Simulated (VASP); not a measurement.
# Mo60S119 (a cell with a defect) in VASP: a series of runs

The runs below take Mo60S119 (a cell with a defect) through single point, with PBE.

Everything below comes from runs of VASP 6.6.1. Logs are shortened: lines on timing, memory, paths and dates and some standing lists are left out, and cuts for length are marked.

## 1. The cell of the first run

The cell holds a defect, 179 atoms: a = 15.612 Å, b = 16.224 Å, c = 12.083 Å, α = 90.00°, β = 90.00°, γ = 90.00°.

## 2. Single point, PBE

Contents of INCAR:

```
SYSTEM = Mo60S119
PREC = Accurate
ENCUT = 400
EDIFF = 1E-6
ISMEAR = -1
SIGMA = 0.01
LREAL = Auto
LASPH = .True.
NELM = 120
ALGO = Normal
ISIF = 2
LWAVE = .False.
LCHARG = .True.
GGA = PE
LELF = .True.
LVHAR = .True.
NBANDS = 872
NELECT = 1552.0
GGA_COMPAT = .False.
LUSENCCL = .False.
```

Contents of KPOINTS:

```
regular mesh
0
Gamma
  1 1 1
  0 0 0
```

Contents of POSCAR:

```
Mo60S119
1.0
   15.6116446600      0.0000001400      0.0000000000
   -0.0000001500     16.2240970400      0.0000000000
    0.0000000000      0.0000000000     12.0827026900
Mo S
60 119
Direct
   -0.0005407481      0.2216784078      0.2509175371
    0.0993708249      0.0550786884      0.2511554805
   -0.0000270941      0.1111699465      0.7510429771
    0.0999712122      0.2778550926      0.7509512758
   -0.0001757609      0.5553480097      0.2509955825
    0.0987451413      0.3891836920      0.2494579298
[... 171 lines left out ...]
    0.8002140959      0.7774353702      0.1210100950
    0.8999960252      0.9438826602      0.1210235853
```

Potentials or basis: VASP PAW PBE potentials, release 64 (Mo_sv, S).

Launch:

```
cat potpaw_PBE.64/Mo_sv/POTCAR potpaw_PBE.64/S/POTCAR > POTCAR
mpirun -np 1 vasp_gam > vasp.out
```

OUTCAR:

```text
SYSTEM = Mo60S119
   PREC = Accurate
   ENCUT = 400
   EDIFF = 1E-6
   ISMEAR = -1
   LREAL = Auto
   LASPH = .True.
   NELM = 120
   ISIF = 2
   GGA = PE
   NELECT = 1552.0

 ion  position               nearest neighbor table
   1  0.999  0.222  0.251-  68 2.38  64 2.39 163 2.39 159 2.39  67 2.39  63 2.39  49 3.11  50 3.12
                             2 3.12  13 3.12  54 3.12   6 3.13
   2  0.099  0.055  0.251-  91 2.39  84 2.39  80 2.39  67 2.39  87 2.39  63 2.39  21 3.11  13 3.11
                            50 3.11   9 3.12   1 3.12  14 3.13
   3  1.000  0.111  0.751-  62 2.39  66 2.39  65 2.39 157 2.39 161 2.39  61 2.39  51 3.12  52 3.12
                            12 3.12   4 3.12  60 3.12  15 3.12
   4  0.100  0.278  0.751-  89 2.39  74 2.39  85 2.39  61 2.39  70 2.39  65 2.39  52 3.12  15 3.12
                             3 3.12   7 3.12  16 3.12  19 3.12
   5  1.000  0.555  0.251-  75 2.39 171 2.39  76 2.39  71 2.39 167 2.39  72 2.39   6 3.11  53 3.12
                            58 3.12  54 3.12  10 3.13  17 3.15
   6  0.099  0.389  0.249-  75 2.39  71 2.39  68 2.39  95 2.40  64 2.40  99 2.41  18 3.07  54 3.10
                             5 3.11   1 3.13  17 3.13  13 3.15
   7  0.000  0.445  0.751- 169 2.39  74 2.39  73 2.39 165 2.39  69 2.39  70 2.39  56 3.12   8 3.12
                             4 3.12  55 3.12  52 3.12  19 3.13
   8  0.100  0.611  0.751-  78 2.39  69 2.39  73 2.39  82 2.39  97 2.39  93 2.39   7 3.12  23 3.12
                            11 3.12  20 3.12  56 3.12  19 3.12
   9  1.000  0.888  0.251- 179 2.39 175 2.39  84 2.39  80 2.39  83 2.39  79 2.39  10 3.11  57 3.12
                            58 3.12  50 3.12   2 3.12  21 3.12
  10  0.100  0.723  0.251-  83 2.39  79 2.39  76 2.39 107 2.39 103 2.39  72 2.39  22 3.11   9 3.11
                            58 3.12  21 3.12   5 3.13  17 3.15
  11  0.000  0.778  0.751-  77 2.39 177 2.39 173 2.39  81 2.39  82 2.39  78 2.39  56 3.12   8 3.12
                            23 3.12  60 3.12  59 3.12  12 3.12
  12  0.100  0.945  0.751- 105 2.39  66 2.39 101 2.39  77 2.39  62 2.39  81 2.39  23 3.12  60 3.12
                             3 3.12  24 3.12  11 3.12  15 3.12
  13  0.199  0.221  0.249-  91 2.39  68 2.39  87 2.39  88 2.40  64 2.40  92 2.41  18 3.08  14 3.10
                             2 3.11   1 3.12  25 3.13   6 3.15
  14  0.300  0.056  0.251- 108 2.39 104 2.39  91 2.39  87 2.39 115 2.39 111 2.39  13 3.10  33 3.12
                            21 3.12   2 3.13  26 3.14  25 3.15
  15  0.200  0.111  0.751-  90 2.39  86 2.39  89 2.39  66 2.39  62 2.39  85 2.39  24 3.12  27 3.12
                             4 3.12  12 3.12   3 3.12  16 3.12
  16  0.300  0.278  0.751- 113 2.39 109 2.39  85 2.39  89 2.39  94 2.39  98 2.39  19 3.12  31 3.12
                            28 3.12  27 3.12   4 3.12  15 3.12
  17  0.202  0.555  0.249- 100 2.39  76 2.39  99 2.39  72 2.40  96 2.40  95 2.40  29 3.10  18 3.10
                             6 3.13  22 3.13  10 3.15   5 3.15
  18  0.295  0.386  0.244- 122 2.30  99 2.36  92 2.36  88 2.39  95 2.39   6 3.07  13 3.08  25 3.10
                            17 3.10  30 3.26  29 3.27
  19  0.200  0.444  0.751-  97 2.39  70 2.39  93 2.39  74 2.39  94 2.39  98 2.39  16 3.12  31 3.12
                            20 3.12   8 3.12   4 3.12   7 3.13
  20  0.300  0.611  0.751-  97 2.39  93 2.39 102 2.39 106 2.39 117 2.39 120 2.39  32 3.12  31 3.12
                            19 3.12   8 3.12  35 3.12  23 3.12
  21  0.200  0.890  0.251- 107 2.39 103 2.39  84 2.39  80 2.39 108 2.39 104 2.40  22 3.11   2 3.11
                            14 3.12   9 3.12  10 3.12  33 3.13
[... 195 lines left out ...]
 178  0.800  0.777  0.121-  46 2.39  58 2.39  57 2.39
 179  0.900  0.944  0.121-   9 2.39  57 2.39  50 2.39

  LATTYP: Found a simple orthorhombic cell.
 ALAT       =    12.0827026900
 B/A-ratio  =     1.2920656132
 C/A-ratio  =     1.3427539729

  Lattice vectors:

 A1 = (   0.0000000000,   0.0000000000,  12.0827026900)
 A2 = (  15.6116446600,   0.0000001400,   0.0000000000)
 A3 = (  -0.0000001500,  16.2240970400,   0.0000000000)

Analysis of symmetry for initial positions (statically):
=====================================================================
 Subroutine PRICEL returns:
 Original cell was already a primitive cell.

 Routine SETGRP: Setting up the symmetry group for a
 simple orthorhombic supercell.

 Subroutine GETGRP returns: Found  1 space group operations
 (whereof  1 operations were pure point group operations)
 out of a pool of  8 trial point group operations.

The static configuration has the point symmetry C_1 .

Analysis of symmetry for dynamics (positions and initial velocities):
=====================================================================
 Subroutine PRICEL returns:
 Original cell was already a primitive cell.

 Routine SETGRP: Setting up the symmetry group for a
 simple orthorhombic supercell.

 Subroutine GETGRP returns: Found  1 space group operations
 (whereof  1 operations were pure point group operations)
 out of a pool of  8 trial point group operations.

The dynamic configuration has the point symmetry C_1 .

 Subroutine INISYM returns: Found  1 space group operations
 (whereof  1 operations are pure point group operations),
 and found     1 'primitive' translations

----------------------------------------------------------------------------------------

                                     Primitive cell

  volume of cell :    3060.3654

  direct lattice vectors                    reciprocal lattice vectors
    15.611644660  0.000000140  0.000000000     0.064054750  0.000000001 -0.000000000
    -0.000000150 16.224097040  0.000000000    -0.000000001  0.061636712  0.000000000
     0.000000000  0.000000000 12.082702690     0.000000000 -0.000000000  0.082762940

  length of vectors
    15.611644660 16.224097040 12.082702690     0.064054750  0.061636712  0.082762940

  position of ions in fractional coordinates (direct lattice)
     0.999459252  0.221678408  0.250917537
     0.099370825  0.055078688  0.251155481
     0.999972906  0.111169946  0.751042977
     0.099971212  0.277855093  0.750951276
     0.999824239  0.555348010  0.250995583
     0.098745141  0.389183692  0.249457930
[... 103 lines left out ...]
     0.499998506  0.055729754  0.620876073
     0.399991170  0.112818725  0.379701555
   k-points           NKPTS =      1   k-points in BZ     NKDIM =      1   number of bands    NBANDS=    872
   number of dos      NEDOS =    301   number of ions     NIONS =    179
   total plane-waves  NPLWV = 933120
   dimension x,y,z NGX =   108 NGY =  108 NGZ =   80
   dimension x,y,z NGXF=   216 NGYF=  216 NGZF=  160
   ions per type =              60 119
   NGX,Y,Z   is equivalent  to a cutoff of  11.50, 11.07, 11.01 a.u.
   NGXF,Y,Z  is equivalent  to a cutoff of  23.00, 22.13, 22.01 a.u.
 SYSTEM =  Mo60S119
   PREC   = accura    normal or accurate (medium, high low for compatibility)
   ISTART =      0    job   : 0-new  1-cont  2-samecut
   ICHARG =      2    charge: 1-file 2-atom 10-const
   ISPIN  =      1    spin polarized calculation?
   LNONCOLLINEAR =      F non collinear calculations
   LSORBIT =      F    spin-orbit coupling
   LASPH  =      T    aspherical Exc in radial PAW
   ENCUT  =  400.0 eV  29.40 Ry    5.42 a.u.  25.46 26.46 19.70*2*pi/ulx,y,z
   NELM   =    120;   NELMIN=  2; NELMDL= -5     # of ELM steps
   EDIFF  = 0.1E-05   stopping-criterion for ELM
   LREAL  =      T    real-space projection
   EDIFFG = 0.1E-04   stopping-criterion for IOM
   NSW    =      0    number of steps for IOM
   IBRION =     -1    ionic relax: 0-MD 1-quasi-New 2-CG
   NFREE  =      0    steps in history (QN), initial steepest desc. (CG)
   ISIF   =      2    stress and relaxation
   ISYM   =      2    0-nonsym 1-usesym 2-fastsym
   POTIM  = 0.5000    time-step for ionic-motion
   TEBEG  =    0.0;   TEEND  =   0.0 temperature during run
   PSTRESS=    0.0 pullay stress
   NELECT =    1552.0000    total number of electrons
   NUPDOWN=      -1.0000    fix difference up-down
   EMIN   =  10.00;   EMAX   =-10.00  energy-range for DOS
   EFERMI =   0.00;   METHOD = LEGACY
   ISMEAR =    -1;   SIGMA  =   0.01  broadening in eV -4-tet -1-fermi 0-gaus
   EFERMI_NEDOS =   21; number of points for ismear=-14 and -15
   IALGO  =     38    algorithm
   IMIX   =      4    mixing-type and parameters
     AMIX     =   0.40;   BMIX     =  1.00
     AMIX_MAG =   1.60;   BMIX_MAG =  1.00
  volume/ion in A,a.u.               =      17.10       115.38
  Fermi-wavevector in a.u.,A,eV,Ry     =   1.305512  2.467061 23.189259  1.704362
  Thomas-Fermi vector in A             =   2.436376
   LORBIT       =      0    0 simple, 1 ext, 2 COOP (PROOUT), +10 PAW based schemes
   GGA     = PE    functional components
   LHFCALC =     F    Hartree Fock is set to
   AEXX    =    0.0000 exact exchange contribution
   IVDW    =     0    specifies the selected vdW correction
   LEPSILON=     F    determine dielectric tensor
   LRPA    =     F    only Hartree local field effects (RPA)
 non-spin polarized calculation
  energy-cutoff  :      400.00
  volume of cell :     3060.37
 maximum number of plane-waves:     27791
 NGX is ok and might be reduce to   108
   NGX = 51   NGY = 53   NGZ = 39

 number of electron    1552.0000345 magnetization

 Free energy of the ion-electron system (eV)
  ---------------------------------------------------
  ext. energy  EPLUGINS =         0.00000000
  ---------------------------------------------------
  free energy    TOTEN  =     -1312.21489735 eV

  energy without entropy =    -1312.21489726  energy(sigma->0) =    -1312.21489731

 E-fermi :   7.8956     XC(G=0): -11.0686

 val. band max:        7.7374142944   @ k =   0.0000   0.0000   0.0000
 cond. band min:       8.0538192849   @ k =   0.0000   0.0000   0.0000
 fundamental gap:      0.3164049905
 Fermi energy:         7.8956165893

 k-point     1 :       0.0000    0.0000    0.0000
  band No.  band energies     occupation
      1     -53.4310      2.00000
      2     -53.4282      2.00000
      3     -53.4221      2.00000
      4     -53.4197      2.00000
      5     -53.4145      2.00000
      6     -53.4078      2.00000
[... 780 lines left out ...]
    787       9.1796      0.00000
    788       9.1860      0.00000
 [bands above 788 left out]

------------------------ aborting loop because EDIFF is reached ----------------------------------------

  FORCE on cell =-STRESS in cart. coord.  units (eV):
  Direction    XX          YY          ZZ          XY          YZ          ZX
  --------------------------------------------------------------------------------------
  -------------------------------------------------------------------------------------
  Total      100.8352800    101.5057602     55.2485501     -0.0012437      0.0123640     -0.0013080
  in kB       52.7897747     53.1407878     28.9239888     -0.0006511      0.0064729     -0.0006848
  external PRESSURE =      44.9515171 kB  Pullay stress =       0.0000000 kB

 VOLUME and BASIS-vectors are now :
 -----------------------------------------------------------------------------
  energy-cutoff  :      400.00
  volume of cell :     3060.37
      direct lattice vectors                 reciprocal lattice vectors
    15.611644660  0.000000140  0.000000000     0.064054750  0.000000001 -0.000000000
    -0.000000150 16.224097040  0.000000000    -0.000000001  0.061636712  0.000000000
     0.000000000  0.000000000 12.082702690     0.000000000 -0.000000000  0.082762940

 POSITION                                       TOTAL-FORCE (eV/Angst)
 -----------------------------------------------------------------------------------
     15.60320      3.59653      3.03176         0.022888      0.016688     -0.007699
      1.55134      0.89360      3.03464         0.019877      0.017565     -0.001913
     15.61122      1.80363      9.07463         0.000594      0.000247     -0.002667
      1.56071      4.50795      9.07352         0.002895      0.001554     -0.007890
     15.60890      9.01002      3.03270         0.016335      0.006928     -0.007559
      1.54157      6.31415      3.01413         0.104511     -0.037029     -0.030421
[... 171 lines left out ...]
     12.49266     12.61319      1.46213        -0.002009      0.002888      0.024981
     14.05042     15.31364      1.46229        -0.000074      0.002827      0.026566
 -----------------------------------------------------------------------------------
    total drift:                                0.001568      0.003438     -0.011829

  FREE ENERGIE OF THE ION-ELECTRON SYSTEM (eV)
  ---------------------------------------------------
  free  energy   TOTEN  =     -1312.2148973550 eV

  energy  without entropy=    -1312.2148972643  energy(sigma->0) =    -1312.21489731
```

Run time: 8.9 min. Hardware: 1 × NVIDIA H100 80GB with 1 thread of AMD EPYC 7R13 (Zen 3), shared host; peak memory 2.4 GiB.

Results:

| Quantity | Value |
| --- | --- |
| Free energy | -1312.2149 eV |
| Largest force | 2.062 eV/Å |

Caveat: the k points lie up to 0.52 Å⁻¹ apart; the cell carries a net charge on a neutralising background, which shifts energy and pressure; the cell is charged against a uniform background, so pressure and absolute levels hang on convention.

## 3. Single point, PBE

Contents of INCAR:

```
SYSTEM = Mo60S119
PREC = Accurate
ENCUT = 400
EDIFF = 1E-6
ISMEAR = -1
SIGMA = 0.01
LREAL = Auto
LASPH = .TRUE.
NELM = 120
ALGO = Normal
ISIF = 2
LWAVE = .FALSE.
LCHARG = .FALSE.
GGA = PE
NBANDS = 872
NELECT = 1552.0
GGA_COMPAT = .FALSE.
LUSENCCL = .FALSE.
```

Contents of KPOINTS:

```
regular mesh
0
G
  1 1 1
  0 0 0
```

Contents of POSCAR:

```
Mo60S119
1.0
   15.6116446600      0.0000001400      0.0000000000
   -0.0000001500     16.2240970400      0.0000000000
    0.0000000000      0.0000000000     12.0827026900
Mo S
60 119
Direct
    0.0002402715      0.2224354299      0.2490921177
    0.1004214509      0.0558781782      0.2493573729
    0.0000311957      0.1112670860      0.7505302607
    0.1000727390      0.2779460684      0.7508873828
    0.0004400615      0.5552720116      0.2502422742
    0.1011317573      0.3889743121      0.2498418671
[... 171 lines left out ...]
    0.7996810963      0.7772107044      0.1202737531
    0.8999914774      0.9441522592      0.1197435737
```

Potentials or basis: VASP PAW PBE potentials, release 64 (Mo_sv, S).

Launch:

```
cat potpaw_PBE.64/Mo_sv/POTCAR potpaw_PBE.64/S/POTCAR > POTCAR
mpirun -np 1 vasp_gam > vasp.out
```

Wall time 6.9 min (1 × NVIDIA H100 80GB with 1 thread of AMD EPYC 7R13 (Zen 3), shared host); peak memory 2.3 GiB.

Results (log left out):

```
Free energy   : -1312.8990 eV
Largest force : 0.020 eV/Å
```

Levels at points of the mesh, in eV from the Fermi level:
| k point | band 772 | band 773 | band 774 | band 775 | band 776 | band 777 | band 778 | band 779 | band 780 | band 781 |
| --- | --- | --- | --- | --- | --- | --- | --- | --- | --- | --- |
| (0.00, 0.00, 0.00) | -0.49 | -0.48 | -0.37 | -0.37 | -0.33 | 0.31 | 0.91 | 0.92 | 1.19 | 1.21 |

Caveat: the k points lie up to 0.52 Å⁻¹ apart; the cell carries a net charge on a neutralising background, which shifts energy and pressure; the cell is charged against a uniform background, so pressure and absolute levels hang on convention.
